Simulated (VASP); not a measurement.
# Al2Pt (P1) in VASP: a series of runs

Al2Pt is run at these levels: LDA; tasks: single point.

All numbers are computed with VASP 6.6.1; they aren't measurements. Logs are shortened: lines on timing, memory, paths and dates and some standing lists are left out, and cuts for length are marked.

### 1 The cell of the first run

The typed cell holds 3 atoms: a = 4.179 Å, b = 4.179 Å, c = 4.179 Å, α = 60.00°, β = 60.00°, γ = 60.00°.

### 2 Single point, LDA

INCAR reads:

```
SYSTEM = Al2Pt
PREC = Accurate
ENCUT = 520
EDIFF = 1E-6
ISMEAR = -1
SIGMA = 0.05
LREAL = .False.
LASPH = .True.
NELM = 100
ALGO = Normal
ISIF = 2
LWAVE = .False.
LCHARG = .False.
GGA = CA
NBANDS = 15
```

KPOINTS reads:

```
Automatic mesh
0
Gamma
  6 6 6
  0 0 0
```

POSCAR reads:

```
Al2Pt
1.0
    0.0000000000      2.9550000000      2.9550000000
    2.9550000000      0.0000000000      2.9550000000
    2.9550000000      2.9550000000      0.0000000000
Pt Al
1 2
Direct
    0.0117280000     -0.0150500000     -0.0056400000
    0.7540240000      0.7533590000      0.7435730000
    0.2510320000      0.2488130000      0.2564700000
```

Potentials or basis: VASP PAW LDA potentials, release 64 (Pt, Al).

On the command line:

```sh
> cat potpaw_LDA.64/Pt/POTCAR potpaw_LDA.64/Al/POTCAR > POTCAR
> mpirun -np 1 vasp_std > vasp.out
```

OUTCAR:

```text
SYSTEM = Al2Pt
   PREC = Accurate
   ENCUT = 520
   EDIFF = 1E-6
   ISMEAR = -1
   LREAL = .False.
   LASPH = .True.
   NELM = 100
   ISIF = 2
   GGA = CA

 ion  position               nearest neighbor table
   1  0.012  0.985  0.994-   3 2.51   3 2.52   2 2.53   2 2.53   2 2.56   3 2.60   3 2.61   2 2.62

   2  0.754  0.753  0.744-   1 2.53   1 2.53   1 2.56   1 2.62   3 2.93   3 2.93   3 2.93   3 2.98
                             3 2.98   3 2.98
   3  0.251  0.249  0.256-   1 2.51   1 2.52   1 2.60   1 2.61   2 2.93   2 2.93   2 2.93   2 2.98
                             2 2.98   2 2.98

  LATTYP: Found a face centered cubic cell.
 ALAT       =     5.9100000000

  Lattice vectors:

 A1 = (   0.0000000000,   2.9550000000,   2.9550000000)
 A2 = (   2.9550000000,   0.0000000000,   2.9550000000)
 A3 = (   2.9550000000,   2.9550000000,   0.0000000000)

Analysis of symmetry for initial positions (statically):
=====================================================================
 Subroutine PRICEL returns:
 Original cell was already a primitive cell.

 Routine SETGRP: Setting up the symmetry group for a
 face centered cubic supercell.

 Subroutine GETGRP returns: Found  1 space group operations
 (whereof  1 operations were pure point group operations)
 out of a pool of 48 trial point group operations.

The static configuration has the point symmetry C_1 .

Analysis of symmetry for dynamics (positions and initial velocities):
=====================================================================
 Subroutine PRICEL returns:
 Original cell was already a primitive cell.

 Routine SETGRP: Setting up the symmetry group for a
 face centered cubic supercell.

 Subroutine GETGRP returns: Found  1 space group operations
 (whereof  1 operations were pure point group operations)
 out of a pool of 48 trial point group operations.

The dynamic configuration has the point symmetry C_1 .

 Subroutine INISYM returns: Found  1 space group operations
 (whereof  1 operations are pure point group operations),
 and found     1 'primitive' translations

----------------------------------------------------------------------------------------

                                     Primitive cell

  volume of cell :      51.6063

  direct lattice vectors                    reciprocal lattice vectors
     0.000000000  2.955000000  2.955000000    -0.169204738  0.169204738  0.169204738
     2.955000000  0.000000000  2.955000000     0.169204738 -0.169204738  0.169204738
     2.955000000  2.955000000  0.000000000     0.169204738  0.169204738 -0.169204738

  length of vectors
     4.179001077  4.179001077  4.179001077     0.293071203  0.293071203  0.293071203

  position of ions in fractional coordinates (direct lattice)
     0.011728000  0.984950000  0.994360000
     0.754024000  0.753359000  0.743573000
     0.251032000  0.248813000  0.256470000

  ion indices of the primitive-cell ions
   primitive index   ion index
                 1           1
                 2           2
                 3           3

----------------------------------------------------------------------------------------

 KPOINTS: Automatic mesh

Automatic generation of k-mesh.
 Grid dimensions read from file:
 generate k-points for:    6    6    6

 Generating k-lattice:

  Cartesian coordinates                     Fractional coordinates (reciprocal lattice)
    -0.028200790  0.028200790  0.028200790     0.166666667  0.000000000  0.000000000
     0.028200790 -0.028200790  0.028200790     0.000000000  0.166666667  0.000000000
     0.028200790  0.028200790 -0.028200790     0.000000000  0.000000000  0.166666667

  Length of vectors
     0.048845200  0.048845200  0.048845200

  Shift w.r.t. Gamma in fractional coordinates (k-lattice)
     0.000000000  0.000000000  0.000000000

 Subroutine IBZKPT returns following result:
 ===========================================

 Found    112 irreducible k-points:

 Following reciprocal coordinates:
            Coordinates               Weight
  0.000000  0.000000  0.000000      1.000000
  0.166667  0.000000  0.000000      2.000000
  0.000000  0.166667  0.000000      2.000000
  0.000000  0.000000  0.166667      2.000000
  0.166667  0.166667  0.166667      2.000000
  0.333333  0.000000  0.000000      2.000000
[... 16 lines left out ...]
  0.166667 -0.166667 -0.166667      2.000000
  0.333333  0.333333  0.166667      2.000000
 [... further k-points ...]
   k-points           NKPTS =    112   k-points in BZ     NKDIM =    112   number of bands    NBANDS=     15
   number of dos      NEDOS =    301   number of ions     NIONS =      3
   total plane-waves  NPLWV =  32768
   dimension x,y,z NGX =    32 NGY =   32 NGZ =   32
   dimension x,y,z NGXF=    64 NGYF=   64 NGZF=   64
   ions per type =               1   2
   NGX,Y,Z   is equivalent  to a cutoff of  12.73, 12.73, 12.73 a.u.
   NGXF,Y,Z  is equivalent  to a cutoff of  25.46, 25.46, 25.46 a.u.
 SYSTEM =  Al2Pt
   PREC   = accura    normal or accurate (medium, high low for compatibility)
   ISTART =      0    job   : 0-new  1-cont  2-samecut
   ICHARG =      2    charge: 1-file 2-atom 10-const
   ISPIN  =      1    spin polarized calculation?
   LNONCOLLINEAR =      F non collinear calculations
   LSORBIT =      F    spin-orbit coupling
   LASPH  =      T    aspherical Exc in radial PAW
   ENCUT  =  520.0 eV  38.22 Ry    6.18 a.u.   7.77  7.77  7.77*2*pi/ulx,y,z
   NELM   =    100;   NELMIN=  2; NELMDL= -5     # of ELM steps
   EDIFF  = 0.1E-05   stopping-criterion for ELM
   LREAL  =      F    real-space projection
[... 7 lines left out ...]
   TEBEG  =    0.0;   TEEND  =   0.0 temperature during run
   PSTRESS=    0.0 pullay stress
   NELECT =      16.0000    total number of electrons
   NUPDOWN=      -1.0000    fix difference up-down
   EMIN   =  10.00;   EMAX   =-10.00  energy-range for DOS
   EFERMI =   0.00;   METHOD = LEGACY
   ISMEAR =    -1;   SIGMA  =   0.05  broadening in eV -4-tet -1-fermi 0-gaus
   EFERMI_NEDOS =   21; number of points for ismear=-14 and -15
   IALGO  =     38    algorithm
   IMIX   =      4    mixing-type and parameters
     AMIX     =   0.40;   BMIX     =  1.00
     AMIX_MAG =   1.60;   BMIX_MAG =  1.00
  volume/ion in A,a.u.               =      17.20       116.09
  Fermi-wavevector in a.u.,A,eV,Ry     =   1.108019  2.093853 16.703966  1.227707
  Thomas-Fermi vector in A             =   2.244541
   LORBIT       =      0    0 simple, 1 ext, 2 COOP (PROOUT), +10 PAW based schemes
   GGA     = CA    functional components
   LHFCALC =     F    Hartree Fock is set to
   AEXX    =    0.0000 exact exchange contribution
   IVDW    =     0    specifies the selected vdW correction
   LEPSILON=     F    determine dielectric tensor
   LRPA    =     F    only Hartree local field effects (RPA)
 non-spin polarized calculation
  energy-cutoff  :      520.00
  volume of cell :       51.61
 maximum number of plane-waves:      1411
   NGX = 15   NGY = 15   NGZ = 15

 number of electron      16.0000000 magnetization

 Free energy of the ion-electron system (eV)
  ---------------------------------------------------
  ext. energy  EPLUGINS =         0.00000000
  ---------------------------------------------------
  free energy    TOTEN  =       -18.57718044 eV

  energy without entropy =      -18.57121231  energy(sigma->0) =      -18.57419637

 E-fermi :   7.7469     XC(G=0): -10.8853

 val. band max:        7.7036708070   @ k =   0.3333   0.0000  -0.3333
 cond. band min:       7.9197180266   @ k =   0.1667   0.5000   0.3333
 fundamental gap:      0.2160472196
 Fermi energy:         7.7469356895

 k-point     1 :       0.0000    0.0000    0.0000
  band No.  band energies     occupation
      1      -2.5094      2.00000
      2       2.5962      2.00000
      3       2.6313      2.00000
      4       2.6389      2.00000
      5       3.9809      2.00000
      6       3.9854      2.00000
      7      10.5160      0.00000
      8      11.4726      0.00000
      9      11.5406      0.00000
     10      11.5526      0.00000
     11      13.0982      0.00000
     12      13.1130      0.00000
     13      13.1246      0.00000
     14      13.9743      0.00000
     15      13.9802      0.00000

 k-point     2 :       0.1667    0.0000    0.0000
  band No.  band energies     occupation
      1      -2.1326      2.00000
      2       2.4173      2.00000
      3       2.7241      2.00000
      4       2.7435      2.00000
      5       3.9490      2.00000
      6       3.9590      2.00000
      7       8.4774      0.00000
      8      10.5994      0.00000
      9      10.6848      0.00000
     10      11.0638      0.00000
     11      13.2579      0.00000
     12      13.4964      0.00000
     13      13.5305      0.00000
     14      14.1351      0.00000
     15      14.1754      0.00000

 k-point     3 :       0.0000    0.1667    0.0000
  band No.  band energies     occupation
      1      -2.1331      2.00000
      2       2.4194      2.00000
      3       2.7179      2.00000
      4       2.7461      2.00000
      5       3.9538      2.00000
      6       3.9559      2.00000
      7       8.4781      0.00000
      8      10.5967      0.00000
      9      10.7062      0.00000
     10      11.0515      0.00000
     11      13.3174      0.00000
     12      13.4040      0.00000
     13      13.5519      0.00000
     14      14.1370      0.00000
     15      14.1654      0.00000

 k-point     4 :       0.0000    0.0000    0.1667
  band No.  band energies     occupation
      1      -2.1267      2.00000
      2       2.3850      2.00000
      3       2.7563      2.00000
      4       2.7637      2.00000
      5       3.9425      2.00000
      6       3.9473      2.00000
      7       8.4139      0.00000
      8      10.6251      0.00000
      9      10.6467      0.00000
     10      11.0691      0.00000
     11      13.3182      0.00000
     12      13.4458      0.00000
     13      13.5968      0.00000
     14      14.1613      0.00000
     15      14.1622      0.00000
[... 307 lines left out ...]
 k-point    22 :       0.1667    0.3333    0.0000
  band No.  band energies     occupation
      1      -1.1612      2.00000
      2       2.0160      2.00000
      3       2.9612      2.00000
      4       3.0156      2.00000
      5       3.6815      2.00000
      6       4.2071      2.00000
      7       6.2193      2.00000
      8       8.3411      0.00001
      9       8.7132      0.00000
     10      11.0906      0.00000
     11      12.6092      0.00000
     12      14.1676      0.00000
     13      14.3177      0.00000
     14      14.5672      0.00000
     15      17.2697      0.00000

 k-point    23 :       0.1667   -0.1667   -0.1667
  band No.  band energies     occupation
      1      -1.1602      2.00000
      2       2.0087      2.00000
      3       2.9674      2.00000
      4       3.0221      2.00000
      5       3.6838      2.00000
      6       4.2009      2.00000
      7       6.2125      2.00000
      8       8.3353      0.00002
      9       8.7258      0.00000
     10      11.0833      0.00000
     11      12.6153      0.00000
     12      14.1937      0.00000
     13      14.3069      0.00000
     14      14.5506      0.00000
     15      17.2830      0.00000

 k-point    24 :       0.3333    0.3333    0.1667
  band No.  band energies     occupation
      1      -1.1662      2.00000
      2       2.0182      2.00000
      3       2.9409      2.00000
      4       3.0165      2.00000
      5       3.6831      2.00000
      6       4.2205      2.00000
      7       6.2588      2.00000
      8       8.3878      0.00001
      9       8.6379      0.00000
     10      11.1090      0.00000
     11      12.5764      0.00000
     12      14.1296      0.00000
     13      14.3638      0.00000
     14      14.5707      0.00000
     15      17.2615      0.00000

 [... further k-points ...]

------------------------ aborting loop because EDIFF is reached ----------------------------------------

  FORCE on cell =-STRESS in cart. coord.  units (eV):
  Direction    XX          YY          ZZ          XY          YZ          ZX
  --------------------------------------------------------------------------------------
  -------------------------------------------------------------------------------------
  Total       -1.1250146     -1.0860204     -1.0939375      0.1435234     -0.1895463     -0.1717773
  in kB      -34.9274013    -33.7167816    -33.9625777      4.4558527     -5.8846886     -5.3330298
  external PRESSURE =     -34.2022535 kB  Pullay stress =       0.0000000 kB

 VOLUME and BASIS-vectors are now :
 -----------------------------------------------------------------------------
  energy-cutoff  :      520.00
  volume of cell :       51.61
      direct lattice vectors                 reciprocal lattice vectors
     0.000000000  2.955000000  2.955000000    -0.169204738  0.169204738  0.169204738
     2.955000000  0.000000000  2.955000000     0.169204738 -0.169204738  0.169204738
     2.955000000  2.955000000  0.000000000     0.169204738  0.169204738 -0.169204738

 POSITION                                       TOTAL-FORCE (eV/Angst)
 -----------------------------------------------------------------------------------
      5.84886      2.97299      2.94518         0.518402     -0.072229      0.145089
      4.42343      4.42540      4.45432        -0.150465      0.140849     -0.158334
      1.49311      1.49967      1.47704        -0.367937     -0.068620      0.013245
 -----------------------------------------------------------------------------------
    total drift:                                0.000493     -0.000110      0.000140

  FREE ENERGIE OF THE ION-ELECTRON SYSTEM (eV)
  ---------------------------------------------------
  free  energy   TOTEN  =       -18.5771804376 eV

  energy  without entropy=      -18.5712123113  energy(sigma->0) =      -18.57419637
```

It took 59 s on 1 thread of Intel Xeon 6975P-C (Granite Rapids), shared host; peak memory 0.21 GiB.

What came out:

```
Free energy            : -18.5772 eV
Pressure               : -3.4 GPa
Largest force          : 0.543 eV/Å
Band gap on the k mesh : zero (bands 8 and 9 overlap by 5.34 eV)
```

Forces on the atoms (eV/Å):
```
Pt   0.518 -0.072  0.145
Al  -0.150  0.141 -0.158
Al  -0.368 -0.069  0.013
```

Caveat: the cell stands under tension; spin-orbit coupling is left out, which moves the levels of the heavy elements.

### 3 Single point, LDA

INCAR reads:

```
SYSTEM = Al2Pt
ALGO = Normal
EDIFF = 1E-6
ENCUT = 520
ISIF = 2
ISMEAR = -1
LASPH = .True.
LCHARG = .False.
LREAL = .False.
LWAVE = .False.
NBANDS = 15
NELM = 100
PREC = Accurate
SIGMA = 0.05
```

KPOINTS reads:

```
k-points
0
Gamma
  6 6 6
  0 0 0
```

POSCAR is that of step 2.

Potentials or basis: VASP PAW LDA potentials, release 64 (Pt, Al).

On the command line:

```sh
> cat potpaw_LDA.64/Pt/POTCAR potpaw_LDA.64/Al/POTCAR > POTCAR
> mpirun -np 1 vasp_std > vasp.out
```

Run time: 57 s. Hardware: 1 thread of Intel Xeon 6975P-C (Granite Rapids), shared host; peak memory 0.21 GiB.

It converged, with:

```yaml
Free_energy: -18.5772 eV
Pressure: -3.4 GPa
Largest_force: 0.543 eV/Å
Band_gap_on_the_k_mesh: zero (bands 8 and 9 overlap by 5.34 eV)
```

Forces in eV/Å, atoms in the order of the input:
```
Pt   0.518 -0.072  0.145
Al  -0.150  0.141 -0.158
Al  -0.368 -0.069  0.013
```

Stress tensor (GPa, compression positive):
```
-3.49  0.45 -0.53
 0.45 -3.37 -0.59
-0.53 -0.59 -3.40
```

Levels at points of the mesh, in eV from the Fermi level:
```csv
k point,band 6,band 7,band 8,band 9,band 10,band 11
"(0.00, 0.00, 0.00)",-3.76,2.77,3.73,3.79,3.81,5.35
"(0.50, 0.00, 0.00)",-3.56,-3.53,0.92,1.08,3.62,5.07
"(0.00, 0.50, 0.00)",-3.56,-3.53,0.93,1.08,3.64,5.04
"(0.00, 0.00, 0.50)",-3.57,-3.57,0.93,0.95,3.68,5.13
"(0.50, 0.50, 0.50)",-3.56,-3.53,0.94,1.08,3.62,5.07
"(0.50, 0.50, 0.00)",-3.49,-3.27,-1.63,-1.61,3.04,3.32
"(0.00, 0.50, 0.50)",-3.47,-3.27,-1.62,-1.62,3.04,3.32
"(0.50, 0.00, 0.50)",-3.49,-3.27,-1.63,-1.61,3.04,3.32
```

Caveat: the cell stands under tension; spin-orbit coupling is left out, which moves the levels of the heavy elements.
